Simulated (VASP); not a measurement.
Crystal: SbS4.

```
CELL_PARAMETERS angstrom
5.14169 0.00000 0.00000
0.00000 5.14169 0.00000
0.00000 0.00000 5.14169
ATOMIC_POSITIONS crystal
Sb 0.00000 0.00000 0.00000
S 0.25000 0.25000 0.25000
S 0.75000 0.75000 0.25000
S 0.25000 0.75000 0.75000
S 0.75000 0.25000 0.75000
```

```yaml
Program: VASP 6.6.1
Task: relaxation of cell and atoms
Functional: PBE
Potentials_or_basis: VASP PAW PBE potentials, release 64 (Sb, S)
Cutoff: 600 eV
k_mesh: 4 × 4 × 4
Occupations: gaussian, width 0.1 eV
Spin: no spin polarisation
```

At the start: pressure 7.3 GPa; volume 27.19 Å³/atom.

Problem. How do energy, volume and symmetry change on relaxing?

Solution. Over 16 steps the energy falls by 194.2 meV/atom and the volume is 22.57 Å³/atom (-17.0 %); space group P-43m (No. 215, to 0.05 Å).

The path:
| step | energy change (eV) | largest force (eV/Å) | pressure (GPa) | volume (Å³) |
| --- | --- | --- | --- | --- |
| 1 | 0.0000 | 2.6924 | 7.28 | 135.93 |
| 2 | -0.0238 | 1.0773 | -6.30 | 161.70 |
| 3 | -0.5325 | 0.2865 | -1.41 | 147.45 |
| 4 | -0.5332 | 0.3414 | -1.21 | 147.07 |
| 5 | -0.5332 | 0.3750 | -1.09 | 146.84 |
| 6 | -0.5828 | 0.3952 | -1.01 | 143.47 |
| 7 | -0.7227 | 0.4755 | -0.48 | 133.65 |
| 8 | -0.8722 | 0.6149 | 2.56 | 115.39 |
| 9 | -0.9002 | 0.4623 | 2.07 | 114.74 |
| 10 | -0.9472 | 0.2409 | 1.20 | 112.97 |
| 11 | -0.9439 | 0.2180 | 0.76 | 109.47 |
| 12 | -0.9663 | 0.1149 | 0.91 | 111.56 |
| 13 | -0.9674 | 0.0109 | 0.78 | 110.90 |
| 14 | -0.9678 | 0.0465 | 0.82 | 111.13 |
| 15 | -0.9705 | 0.0404 | 0.42 | 112.05 |
| 16 | -0.9712 | 0.0338 | 0.09 | 112.87 |

Final structure:
```
CELL_PARAMETERS angstrom
4.83270 0.00000 0.00000
0.00000 4.83270 0.00000
0.00000 0.00000 4.83270
ATOMIC_POSITIONS crystal
Sb 0.00000 0.00000 0.00000
S 0.28952 0.28952 0.28952
S 0.71048 0.71048 0.28952
S 0.28952 0.71048 0.71048
S 0.71048 0.28952 0.71048
```

Caveat: the volume moved by over 15 % at a fixed basis, so the end points are rough.
